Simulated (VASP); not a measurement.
# Ag (Fm-3m) in VASP: a series of runs, part 2 of 2

VASP 6.6.1.

### Step 3. Relaxation of cell and atoms, PBEsol

Input file INCAR:

```
SYSTEM = Ag
ALGO = Normal
EDIFF = 1E-7
EDIFFG = -0.01
ENCUT = 500
GGA = PS
GGA_COMPAT = .FALSE.
IBRION = 2
ISIF = 3
ISMEAR = -1
LASPH = .TRUE.
LCHARG = .FALSE.
LREAL = .FALSE.
LWAVE = .FALSE.
NELM = 120
NELMIN = 4
NSW = 80
PREC = Accurate
SIGMA = 0.05
```

Input file KPOINTS:

```
k-points
0
G
  16 16 16
  0 0 0
```

Input file POSCAR:

```
Ag
1.0
    0.0000000000      2.0431000000      2.0431000000
    2.0431000000      0.0000000000      2.0431000000
    2.0431000000      2.0431000000      0.0000000000
Ag
1
Direct
    0.0000000000      0.0000000000      0.0000000000
```

Potentials or basis: VASP PAW PBE potentials, release 64 (Ag).

Run with:

```console
$ cat potpaw_PBE.64/Ag/POTCAR > POTCAR
$ mpirun -np 1 vasp_std > vasp.out
```

OUTCAR:

```text
SYSTEM = Ag
   EDIFF = 1E-7
   EDIFFG = -0.01
   ENCUT = 500
   GGA = PS
   IBRION = 2
   ISIF = 3
   ISMEAR = -1
   LASPH = .TRUE.
   LREAL = .FALSE.
   NELM = 120
   NELMIN = 4
   NSW = 80
   PREC = Accurate

 ion  position               nearest neighbor table
   1  0.000  0.000  0.000-

  LATTYP: Found a face centered cubic cell.
 ALAT       =     4.0862000000

  Lattice vectors:

 A1 = (   0.0000000000,   2.0431000000,   2.0431000000)
 A2 = (   2.0431000000,   0.0000000000,   2.0431000000)
 A3 = (   2.0431000000,   2.0431000000,   0.0000000000)

Analysis of symmetry for initial positions (statically):
=====================================================================
 Subroutine PRICEL returns:
 Original cell was already a primitive cell.

 Routine SETGRP: Setting up the symmetry group for a
 face centered cubic supercell.

 Subroutine GETGRP returns: Found 48 space group operations
 (whereof 48 operations were pure point group operations)
 out of a pool of 48 trial point group operations.

The static configuration has the point symmetry O_h .

Analysis of symmetry for dynamics (positions and initial velocities):
=====================================================================
 Subroutine PRICEL returns:
 Original cell was already a primitive cell.

 Routine SETGRP: Setting up the symmetry group for a
 face centered cubic supercell.

 Subroutine GETGRP returns: Found 48 space group operations
 (whereof 48 operations were pure point group operations)
 out of a pool of 48 trial point group operations.

The dynamic configuration has the point symmetry O_h .

 Subroutine INISYM returns: Found 48 space group operations
 (whereof 48 operations are pure point group operations),
 and found     1 'primitive' translations

----------------------------------------------------------------------------------------

                                     Primitive cell

  volume of cell :      17.0569

  direct lattice vectors                    reciprocal lattice vectors
     0.000000000  2.043100000  2.043100000    -0.244726151  0.244726151  0.244726151
     2.043100000  0.000000000  2.043100000     0.244726151 -0.244726151  0.244726151
     2.043100000  2.043100000  0.000000000     0.244726151  0.244726151 -0.244726151

  length of vectors
     2.889379729  2.889379729  2.889379729     0.423878128  0.423878128  0.423878128

  position of ions in fractional coordinates (direct lattice)
     0.000000000  0.000000000  0.000000000

  ion indices of the primitive-cell ions
   primitive index   ion index
                 1           1

----------------------------------------------------------------------------------------

 KPOINTS: k-points

Automatic generation of k-mesh.
 Grid dimensions read from file:
 generate k-points for:   16   16   16

 Generating k-lattice:

  Cartesian coordinates                     Fractional coordinates (reciprocal lattice)
    -0.015295384  0.015295384  0.015295384     0.062500000  0.000000000  0.000000000
     0.015295384 -0.015295384  0.015295384     0.000000000  0.062500000  0.000000000
     0.015295384  0.015295384 -0.015295384     0.000000000  0.000000000  0.062500000
[... 40 lines left out ...]
   number of dos      NEDOS =    301   number of ions     NIONS =      1
   total plane-waves  NPLWV =  13824
   dimension x,y,z NGX =    24 NGY =   24 NGZ =   24
   dimension x,y,z NGXF=    48 NGYF=   48 NGZF=   48
   ions per type =               1
   NGX,Y,Z   is equivalent  to a cutoff of  13.81, 13.81, 13.81 a.u.
   NGXF,Y,Z  is equivalent  to a cutoff of  27.62, 27.62, 27.62 a.u.
 SYSTEM =  Ag
   PREC   = accura    normal or accurate (medium, high low for compatibility)
   ISTART =      0    job   : 0-new  1-cont  2-samecut
   ICHARG =      2    charge: 1-file 2-atom 10-const
   ISPIN  =      1    spin polarized calculation?
   LNONCOLLINEAR =      F non collinear calculations
   LSORBIT =      F    spin-orbit coupling
   LASPH  =      T    aspherical Exc in radial PAW
   ENCUT  =  500.0 eV  36.75 Ry    6.06 a.u.   5.27  5.27  5.27*2*pi/ulx,y,z
   NELM   =    120;   NELMIN=  4; NELMDL= -5     # of ELM steps
   EDIFF  = 0.1E-06   stopping-criterion for ELM
   LREAL  =      F    real-space projection
   EDIFFG = -.1E-01   stopping-criterion for IOM
   NSW    =     80    number of steps for IOM
   IBRION =      2    ionic relax: 0-MD 1-quasi-New 2-CG
   NFREE  =      1    steps in history (QN), initial steepest desc. (CG)
   ISIF   =      3    stress and relaxation
   ISYM   =      2    0-nonsym 1-usesym 2-fastsym
   POTIM  = 0.5000    time-step for ionic-motion
   TEBEG  =    0.0;   TEEND  =   0.0 temperature during run
   PSTRESS=    0.0 pullay stress
   NELECT =      11.0000    total number of electrons
   NUPDOWN=      -1.0000    fix difference up-down
   EMIN   =  10.00;   EMAX   =-10.00  energy-range for DOS
   EFERMI =   0.00;   METHOD = LEGACY
   ISMEAR =    -1;   SIGMA  =   0.05  broadening in eV -4-tet -1-fermi 0-gaus
   EFERMI_NEDOS =   21; number of points for ismear=-14 and -15
   IALGO  =     38    algorithm
   IMIX   =      4    mixing-type and parameters
     AMIX     =   0.40;   BMIX     =  1.00
     AMIX_MAG =   1.60;   BMIX_MAG =  1.00
  volume/ion in A,a.u.               =      17.06       115.11
  Fermi-wavevector in a.u.,A,eV,Ry     =   1.414402  2.672832 27.218893  2.000532
  Thomas-Fermi vector in A             =   2.535948
   LORBIT       =      0    0 simple, 1 ext, 2 COOP (PROOUT), +10 PAW based schemes
   GGA     = PS    functional components
   LHFCALC =     F    Hartree Fock is set to
   AEXX    =    0.0000 exact exchange contribution
   IVDW    =     0    specifies the selected vdW correction
   LEPSILON=     F    determine dielectric tensor
   LRPA    =     F    only Hartree local field effects (RPA)
 conjugate gradient relaxation of ions
 non-spin polarized calculation
  energy-cutoff  :      500.00
  volume of cell :       17.06
 maximum number of plane-waves:       445
 NGX is ok and might be reduce to    24
   NGX = 11   NGY = 11   NGZ = 11

--------------------------------------- Ionic step        1  -------------------------------------------

 number of electron      10.9999999 magnetization

 Free energy of the ion-electron system (eV)
  ---------------------------------------------------
  ext. energy  EPLUGINS =         0.00000000
  ---------------------------------------------------
  free energy    TOTEN  =        -3.30774787 eV

  energy without entropy =       -3.30542874  energy(sigma->0) =       -3.30658831

------------------------ aborting loop because EDIFF is reached ----------------------------------------

  FORCE on cell =-STRESS in cart. coord.  units (eV):
  Direction    XX          YY          ZZ          XY          YZ          ZX
  --------------------------------------------------------------------------------------
  -------------------------------------------------------------------------------------
  Total       -0.2959434     -0.2959434     -0.2959434      0.0000000      0.0000000      0.0000000
  in kB      -27.7984334    -27.7984334    -27.7984334      0.0000000      0.0000000      0.0000000
  external PRESSURE =     -27.7984334 kB  Pullay stress =       0.0000000 kB
[... 57 lines left out ...]
--------------------------------------- Ionic step        3  -------------------------------------------

 number of electron      11.0000001 magnetization

 Free energy of the ion-electron system (eV)
  ---------------------------------------------------
  ext. energy  EPLUGINS =         0.00000000
  ---------------------------------------------------
  free energy    TOTEN  =        -3.31157229 eV

  energy without entropy =       -3.30927724  energy(sigma->0) =       -3.31042477

 E-fermi :   8.5178     XC(G=0): -12.5620

 val. band max:        8.5150276376   @ k =   0.5000   0.3125   0.1250
 cond. band min:       8.5281363792   @ k =   0.5000   0.1875   0.0625
 fundamental gap:      0.0131087416
 Fermi energy:         8.5177862344

 k-point     1 :       0.0000    0.0000    0.0000
  band No.  band energies     occupation
      1       0.5661      2.00000
      2       3.7208      2.00000
      3       3.7208      2.00000
      4       3.7208      2.00000
      5       4.8150      2.00000
      6       4.8150      2.00000
      7      24.6208      0.00000
      8      28.3418      0.00000
      9      28.3418      0.00000
[... 265 lines left out ...]
 k-point    24 :      -0.0625    0.0625    0.0000
  band No.  band energies     occupation
      1       0.8939      2.00000
      2       3.6287      2.00000
      3       3.8050      2.00000
      4       3.8344      2.00000
      5       4.7304      2.00000
      6       4.8360      2.00000
      7      24.6545      0.00000
      8      26.3521      0.00000
      9      27.7622      0.00000

 [... further k-points ...]
[... 5 lines left out ...]
  --------------------------------------------------------------------------------------
  -------------------------------------------------------------------------------------
  Total       -0.0001406     -0.0001406     -0.0001406      0.0000000      0.0000000      0.0000000
  in kB       -0.0135416     -0.0135416     -0.0135416      0.0000000      0.0000000      0.0000000
  external PRESSURE =      -0.0135416 kB  Pullay stress =       0.0000000 kB
[... 16 lines left out ...]
  FREE ENERGIE OF THE ION-ELECTRON SYSTEM (eV)
  ---------------------------------------------------
  free  energy   TOTEN  =        -3.3115722889 eV

  energy  without entropy=       -3.3092772430  energy(sigma->0) =       -3.31042477

 reached required accuracy - stopping structural energy minimisation
```

Run time: 62 s. Hardware: 1 thread of Intel Xeon 8259CL, shared host; peak memory 0.16 GiB.

Results:

```
Free energy                            : -3.3116 eV
Relaxed volume                         : 16.63 Å³/atom
Relaxed cell                           : a = 2.865 Å, b = 2.865 Å, c = 2.865 Å, α = 60.00°, β = 60.00°, γ = 60.00°
Space group after relaxing (to 0.05 Å) : Fm-3m (No. 225)
Energy gained by relaxing              : 3.8 meV/atom
Ionic steps                            : 3
Pressure after relaxing                : 0.0 GPa
```

Step by step:
| step | energy change (eV) | largest force (eV/Å) | pressure (GPa) | volume (Å³) |
| --- | --- | --- | --- | --- |
| 1 | 0.0000 | 0.0000 | -2.78 | 17.06 |
| 2 | -0.0019 | 0.0000 | 2.22 | 16.34 |
| 3 | -0.0038 | 0.0000 | 0.00 | 16.63 |

Final structure:
```cif
data_structure
_symmetry_space_group_name_H-M 'P 1'
_symmetry_Int_Tables_number 1
_cell_length_a 2.8650
_cell_length_b 2.8650
_cell_length_c 2.8650
_cell_angle_alpha 60.000
_cell_angle_beta 60.000
_cell_angle_gamma 60.000
_cell_volume 16.63
loop_
_atom_site_label
_atom_site_type_symbol
_atom_site_fract_x
_atom_site_fract_y
_atom_site_fract_z
_atom_site_occupancy
Ag1 Ag 0.00000 0.00000 0.00000 1
```

Caveat: the PAW data sets were made with another functional, which shifts forces and pressure a little.

### Step 4. Relaxation of cell and atoms, r2SCAN

POSCAR is that of step 3.

Input file INCAR.step1:

```
PREC = Accurate
ENCUT = 550
ISMEAR = -1
SIGMA = 0.05
LREAL = False
LASPH = True
NELM = 120
GGA = PE
ALGO = Normal
EDIFF = 1E-5
LWAVE = True
LCHARG = False
GGA_COMPAT = False
IBRION = 2
ISIF = 3
EDIFFG = -0.005
NELMIN = 4
NSW = 100
```

Input file INCAR.step2:

```
PREC = Accurate
ENCUT = 550
EDIFF = 1E-7
ISMEAR = -1
SIGMA = 0.05
LREAL = False
LASPH = True
NELM = 120
ALGO = Normal
ISIF = 3
LWAVE = False
LCHARG = False
METAGGA = R2SCAN
LMIXTAU = True
IBRION = 2
NSW = 80
EDIFFG = -0.01
ISTART = 1
GGA_COMPAT = False
NELMIN = 4
```

Input file KPOINTS:

```
Automatic mesh
0
Gamma
  16 16 16
```

Potentials or basis: VASP PAW PBE potentials, release 64 (Ag).

Run with:

```console
$ cat potpaw_PBE.64/Ag/POTCAR > POTCAR
$ cp INCAR.step1 INCAR
$ mpirun -np 1 vasp_std > vasp.out
$ cp INCAR.step2 INCAR
$ mpirun -np 1 vasp_std > vasp.out
```

OUTCAR:

```text
PREC = Accurate
   ENCUT = 550
   EDIFF = 1E-7
   ISMEAR = -1
   LREAL = False
   LASPH = True
   NELM = 120
   ISIF = 3
   METAGGA = R2SCAN
   IBRION = 2
   NSW = 80
   EDIFFG = -0.01
   ISTART = 1
   NELMIN = 4

 ion  position               nearest neighbor table
   1  0.000  0.000  0.000-

  LATTYP: Found a face centered cubic cell.
 ALAT       =     4.0862000000

  Lattice vectors:

 A1 = (   0.0000000000,   2.0431000000,   2.0431000000)
 A2 = (   2.0431000000,   0.0000000000,   2.0431000000)
 A3 = (   2.0431000000,   2.0431000000,   0.0000000000)

Analysis of symmetry for initial positions (statically):
=====================================================================
 Subroutine PRICEL returns:
 Original cell was already a primitive cell.

 Routine SETGRP: Setting up the symmetry group for a
 face centered cubic supercell.

 Subroutine GETGRP returns: Found 48 space group operations
 (whereof 48 operations were pure point group operations)
 out of a pool of 48 trial point group operations.

The static configuration has the point symmetry O_h .

Analysis of symmetry for dynamics (positions and initial velocities):
=====================================================================
 Subroutine PRICEL returns:
 Original cell was already a primitive cell.

 Routine SETGRP: Setting up the symmetry group for a
 face centered cubic supercell.

 Subroutine GETGRP returns: Found 48 space group operations
 (whereof 48 operations were pure point group operations)
 out of a pool of 48 trial point group operations.

The dynamic configuration has the point symmetry O_h .

 Subroutine INISYM returns: Found 48 space group operations
 (whereof 48 operations are pure point group operations),
 and found     1 'primitive' translations

----------------------------------------------------------------------------------------

                                     Primitive cell
[... 118 lines left out ...]
   LEPSILON=     F    determine dielectric tensor
   LRPA    =     F    only Hartree local field effects (RPA)
 conjugate gradient relaxation of ions
 non-spin polarized calculation
  energy-cutoff  :      550.00
  volume of cell :       17.06
 maximum number of plane-waves:       531
 NGX is ok and might be reduce to    24
   NGX = 11   NGY = 11   NGZ = 11

--------------------------------------- Ionic step        1  -------------------------------------------

 number of electron      10.9999999 magnetization

 Free energy of the ion-electron system (eV)
  ---------------------------------------------------
  ext. energy  EPLUGINS =         0.00000000
  ---------------------------------------------------
  free energy    TOTEN  =       -21.35841703 eV

  energy without entropy =      -21.35619303  energy(sigma->0) =      -21.35730503

------------------------ aborting loop because EDIFF is reached ----------------------------------------

  FORCE on cell =-STRESS in cart. coord.  units (eV):
  Direction    XX          YY          ZZ          XY          YZ          ZX
  --------------------------------------------------------------------------------------
  -------------------------------------------------------------------------------------
  Total        0.1661431      0.1661431      0.1661431      0.0000000     -0.0000000     -0.0000000
  in kB       15.6060864     15.6060864     15.6060864      0.0000000     -0.0000000     -0.0000000
  external PRESSURE =      15.6060864 kB  Pullay stress =       0.0000000 kB
[... 57 lines left out ...]
--------------------------------------- Ionic step        3  -------------------------------------------

 number of electron      10.9999999 magnetization

 Free energy of the ion-electron system (eV)
  ---------------------------------------------------
  ext. energy  EPLUGINS =         0.00000000
  ---------------------------------------------------
  free energy    TOTEN  =       -21.35958937 eV

  energy without entropy =      -21.35735484  energy(sigma->0) =      -21.35847210

 E-fermi :   8.1858     XC(G=0): -12.8663

 val. band max:        8.1840638742   @ k =   0.5000   0.1875   0.0625
 cond. band min:       8.2914556557   @ k =   0.4375   0.3750   0.0000
 fundamental gap:      0.1073917815
 Fermi energy:         8.1857544858

 k-point     1 :       0.0000    0.0000    0.0000
  band No.  band energies     occupation
      1       0.3822      2.00000
      2       3.1448      2.00000
      3       3.1448      2.00000
      4       3.1448      2.00000
      5       4.1628      2.00000
      6       4.1628      2.00000
      7      24.8478      0.00000
      8      28.4837      0.00000
      9      28.4837      0.00000
[... 265 lines left out ...]
 k-point    24 :      -0.0625    0.0625    0.0000
  band No.  band energies     occupation
      1       0.7094      2.00000
      2       3.0601      2.00000
      3       3.2249      2.00000
      4       3.2546      2.00000
      5       4.0845      2.00000
      6       4.1839      2.00000
      7      24.7985      0.00000
      8      26.4056      0.00000
      9      27.8306      0.00000

 [... further k-points ...]
[... 5 lines left out ...]
  --------------------------------------------------------------------------------------
  -------------------------------------------------------------------------------------
  Total        0.0048348      0.0048348      0.0048348      0.0000000      0.0000000      0.0000000
  in kB        0.4476818      0.4476818      0.4476818      0.0000000      0.0000000      0.0000000
  external PRESSURE =       0.4476818 kB  Pullay stress =       0.0000000 kB
[... 16 lines left out ...]
  FREE ENERGIE OF THE ION-ELECTRON SYSTEM (eV)
  ---------------------------------------------------
  free  energy   TOTEN  =       -21.3595893662 eV

  energy  without entropy=      -21.3573548421  energy(sigma->0) =      -21.35847210

 reached required accuracy - stopping structural energy minimisation
```

OSZICAR.step1:

```text
N       E                     dE             d eps       ncg     rms          rms(c)
DAV:   1     0.469512454755E+02    0.46951E+02   -0.59758E+03  2658   0.116E+03
DAV:   2    -0.255636334573E+01   -0.49508E+02   -0.47714E+02  2687   0.215E+02
DAV:   3    -0.296390190002E+01   -0.40754E+00   -0.40722E+00  3099   0.238E+01
[... 82 lines left out ...]
       N       E                     dE             d eps       ncg     rms          rms(c)
DAV:   1    -0.271944579157E+01   -0.37960E-05   -0.60083E-05  2465   0.955E-02    0.119E-02
DAV:   2    -0.271944285172E+01    0.29398E-05   -0.14592E-05  1305   0.415E-02    0.350E-03
DAV:   3    -0.271944267141E+01    0.18031E-06   -0.17846E-07  1305   0.484E-03    0.247E-03
DAV:   4    -0.271944243483E+01    0.23659E-06   -0.34078E-08  1305   0.219E-03
  14 F= -.27194424E+01 E0= -.27182670E+01  d E =-.128987E-05
```

Run time: 6.2 min. Hardware: 1 thread of Intel Xeon 8259CL, shared host; peak memory 0.18 GiB.

Results:

```
Free energy                            : -21.3596 eV
Relaxed volume                         : 17.30 Å³/atom
Relaxed cell                           : a = 2.903 Å, b = 2.903 Å, c = 2.903 Å, α = 60.00°, β = 60.00°, γ = 60.00°
Space group after relaxing (to 0.05 Å) : Fm-3m (No. 225)
Energy gained by relaxing              : 1.2 meV/atom
Ionic steps                            : 3
Pressure after relaxing                : 0.0 GPa
```

The path:
```
step  energy change (eV)  largest force (eV/Å)  pressure (GPa)  volume (Å³)
   1              0.0000                0.0000            1.56        17.06
   2             -0.0007                0.0000           -0.95        17.47
   3             -0.0012                0.0000            0.04        17.30
```

Final structure:
```
Ag
1.0
     0.00000    2.05288    2.05288
     2.05288    0.00000    2.05288
     2.05288    2.05288    0.00000
Ag
1
Direct
  0.00000 0.00000 0.00000
```

Levels at points of the mesh, in eV from the Fermi level:
| k point | band 3 | band 4 | band 5 | band 6 | band 7 | band 8 | band 9 |
| --- | --- | --- | --- | --- | --- | --- | --- |
| (0.00, 0.00, 0.00) | -5.04 | -5.04 | -4.02 | -4.02 | 16.66 | 20.30 | 20.30 |
| (0.50, 0.00, 0.00) | -5.07 | -3.23 | -3.23 | -0.25 | 3.67 | 15.90 | 18.50 |
| (0.50, 0.50, 0.00) | -3.26 | -3.02 | -3.02 | 1.79 | 6.90 | 11.10 | 11.10 |

Caveat: the PAW data sets were made with another functional, which shifts forces and pressure a little.

### Step 5. Summary

| level | potentials or basis | cutoff (eV) | gap on the mesh (eV) | pressure (GPa) | relaxed volume (Å³/atom) |
| --- | --- | --- | --- | --- | --- |
| LDA | VASP PAW LDA potentials, release 64 (Ag) | 500 | none | -0.1 | 16.04 |
| PBEsol | VASP PAW PBE potentials, release 64 (Ag) | 500 | none | 0.0 | 16.63 |
| r2SCAN | VASP PAW PBE potentials, release 64 (Ag) | 550 | none | 0.0 | 17.30 |

Alike in all rows: task relaxation of cell and atoms; no spin polarisation; cell relaxed; k mesh 16 × 16 × 16; smearing fermi-dirac 0.05 eV.

Caveats: the PAW data sets were made with another functional, which shifts forces and pressure a little (some runs).

Total energies depend on the potentials used, so only differences within one code and one set of settings carry meaning.
